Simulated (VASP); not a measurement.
Set up this calculation in VASP 6.6.1, as the native input.

```
Task                   : single point
Functional             : PBE
Potentials or basis    : VASP PAW PBE potentials, release 64 (S, Yb, Cd)
Cutoff                 : 520 eV
k mesh                 : 4 × 4 × 4
Occupations            : fermi-dirac, width 0.1114 eV
Spin                   : no spin polarisation
Dipole correction      : no
Further INCAR settings : ALGO = Normal; EDIFF = 1e-06; NBANDS = 97
```

The structure of Yb2CdS4 lies in POSCAR:

```
Yb2CdS4
1.0
    0.0000000000      5.5516450000      5.5516450000
    5.5516450000      0.0000000000      5.5516450000
    5.5516450000      5.5516450000      0.0000000000
S Yb Cd
8 4 2
Direct
    0.3770000000      0.3770000000      0.3770000000
    0.3810000000      0.8730000000      0.8730000000
    0.3770000000      0.3770000000      0.8690000000
    0.8730000000      0.3810000000      0.8730000000
    0.8690000000      0.3770000000      0.3770000000
    0.8730000000      0.8730000000      0.8730000000
    0.3770000000      0.8690000000      0.3770000000
    0.8730000000      0.8730000000      0.3810000000
    0.6250000000      0.6250000000      0.6250000000
    0.1250000000      0.6250000000      0.6250000000
    0.6250000000      0.6250000000      0.1250000000
    0.6250000000      0.1250000000      0.6250000000
    0.0000000000      0.0000000000      0.0000000000
    0.2500000000      0.2500000000      0.2500000000
```

The input as run:

INCAR

```
SYSTEM = Yb2CdS4
  PREC = Accurate
  ENCUT = 520
  EDIFF = 1E-6
  ISMEAR = -1
  SIGMA = 0.1114
  LREAL = .False.
  LASPH = .True.
  NELM = 60
  ALGO = Normal
  ISIF = 2
  LWAVE = .False.
  LCHARG = .True.
  GGA = PE
  LELF = .True.
  LVHAR = .True.
  NBANDS = 97
```

KPOINTS

```
Automatic mesh
0
Gamma
  4 4 4
  0 0 0
```

Potentials or basis: VASP PAW PBE potentials, release 64 (S, Yb, Cd).

Run with:

```console
$ cat potpaw_PBE.64/S/POTCAR potpaw_PBE.64/Yb/POTCAR potpaw_PBE.64/Cd/POTCAR > POTCAR
$ mpirun -np 1 vasp_std > vasp.out
```

Results of the run:

* Pressure: 5.5 GPa
* Largest force: 1.316 eV/Å
* Band gap on the k mesh: zero (bands 84 and 85 overlap by 0.58 eV)

Caveat: the cell stands under pressure; spin-orbit coupling is left out, which moves the levels of the heavy elements; forces of over 1 eV/Å act on the atoms, so gaps and moduli don't describe the material at rest.

Wall time 22 min on 1 thread of Intel(R) Xeon(R) Platinum 8375C CPU @ 2.90GHz (Ice Lake) (shared host), peak memory 0.63 GiB.
